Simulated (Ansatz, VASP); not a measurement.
Two plane-wave programs on HfC

```xyz
4
Lattice="3.2823 0.0000 0.0000 -1.6412 2.8426 0.0000 0.0000 0.0000 5.1085" Properties=species:S:1:pos:R:3 pbc="T T T"
Hf    1.6412    0.9475    3.8314
Hf    0.0000    1.8951    1.2771
C     0.0000    0.0000    0.0000
C     0.0000    0.0000    2.5543
```

Alike in both runs: task single point; functional r2SCAN; k mesh 8 × 8 × 5; no spin polarisation.

|  | VASP | Ansatz |
| --- | --- | --- |
| version | VASP 6.6.1 | Ansatz 0.2.0 |
| potentials or method | VASP PAW PBE potentials, release 64 (Hf_pv, C), cutoff 520 eV | plane waves, PAW |
| occupations | fermi-dirac, width 0.1 eV | fermi-dirac |
| valence electrons in the cell | 28 | 60 |

```csv
,VASP,Ansatz,Ansatz less VASP
pressure (GPa),10.5,11.4,+0.90
"traceless stress, the component that is largest in VASP (GPa)",3.51,3.44,-0.073
```

VASP's potentials were made for PBE, not for r2SCAN. VASP's potentials hold 28 valence electrons a cell and Ansatz's 60, so a difference there can come from the potentials and not from the codes.

Spin-orbit coupling is off throughout.
